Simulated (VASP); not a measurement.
Set up this calculation in VASP 6.6.1, as the native input.

```yaml
Task: single point
Functional: PBE
Potentials_or_basis: VASP PAW PBE potentials, release 64 (Zr_sv, B)
Cutoff: 520 eV
k_mesh: 14 × 14 × 14
Occupations: fermi-dirac, width 0.15 eV
Spin: no spin polarisation
Dipole_correction: no
Further_INCAR_settings: ALGO = Normal; EDIFF = 1e-07; NBANDS = 14
```

The structure of ZrB lies in POSCAR:

```
ZrB
1.0
    0.0000000000      2.4532548558      2.4532548558
    2.4532548558      0.0000000000      2.4532548558
    2.4532548558      2.4532548558      0.0000000000
Zr B
1 1
Direct
    0.0000000000      0.0000000000      0.0000000000
    0.5000000000      0.5000000000      0.5000000000
```

One way to write it, as run:

INCAR

```
SYSTEM = ZrB
  ALGO = Normal
  EDIFF = 1E-7
  ENCUT = 520
  GGA = PE
  ISIF = 2
  ISMEAR = -1
  LASPH = .TRUE.
  LCHARG = .FALSE.
  LREAL = .FALSE.
  LWAVE = .FALSE.
  NBANDS = 14
  NELM = 60
  PREC = Accurate
  SIGMA = 0.15
```

KPOINTS

```
k-points
0
G
  14 14 14
  0 0 0
```

Potentials or basis: VASP PAW PBE potentials, release 64 (Zr_sv, B).

Command:

```bash
$ cat potpaw_PBE.64/Zr_sv/POTCAR potpaw_PBE.64/B/POTCAR > POTCAR
$ mpirun -np 1 vasp_std > vasp.out
```

It gave:

```yaml
Pressure: 0.1 GPa
```

It took 25 s on 1 thread of AMD EPYC 9R45 96-Core Processor (Zen 5), with other jobs on the host, peak memory 0.15 GiB.
